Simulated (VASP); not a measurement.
Write the native input for VASP 6.6.1 that does the following.

```yaml
Task: single point
Functional: PBEsol
Potentials_or_basis: VASP PAW PBE potentials, release 64 (Sb)
Cutoff: 520 eV
k_mesh: 14 × 14 × 8
Occupations: methfessel-paxton, width 0.1 eV
Spin: no spin polarisation
Dipole_correction: no
Further_INCAR_settings: ALGO = Normal; EDIFF = 1e-07; NBANDS = 12
```

The structure of Sb lies in POSCAR:

```
Sb
1.0
    3.3178103360      0.0000000000      0.0000000000
   -1.6589051680      2.8733080359      0.0000000000
    0.0000000000      0.0000000000      5.4795567184
Sb
2
Direct
    0.3333333333      0.6666666667      0.2500000000
    0.6666666667      0.3333333333      0.7500000000
```

One way to write it, as run:

INCAR

```
SYSTEM = Sb
  PREC = Accurate
  ENCUT = 520
  EDIFF = 1E-7
  ISMEAR = 1
  SIGMA = 0.1
  LREAL = .FALSE.
  LASPH = .TRUE.
  NELM = 100
  ALGO = Normal
  ISIF = 2
  LWAVE = .FALSE.
  LCHARG = .FALSE.
  GGA = PS
  NBANDS = 12
```

KPOINTS

```
regular mesh
0
G
  14 14 8
  0 0 0
```

Potentials or basis: VASP PAW PBE potentials, release 64 (Sb).

Launch:

```sh
$ cat potpaw_PBE.64/Sb/POTCAR > POTCAR
$ mpirun -np 1 vasp_std > vasp.out
```

Results of the run:

| Item | Value |
| --- | --- |
| Pressure | 0.0 GPa |
| Band gap on the k mesh | zero (band 5 reaches 13.44 eV, above the bottom of band 6 at 5.68 eV) |

Caveat: the PAW data sets were made with another functional, which shifts forces and pressure a little; spin-orbit coupling is left out, which moves the levels of the heavy elements.

Wall time 61 s on 1 thread of Intel(R) Xeon(R) Platinum 8375C CPU @ 2.90GHz (Ice Lake), on a shared host, peak memory 0.21 GiB.
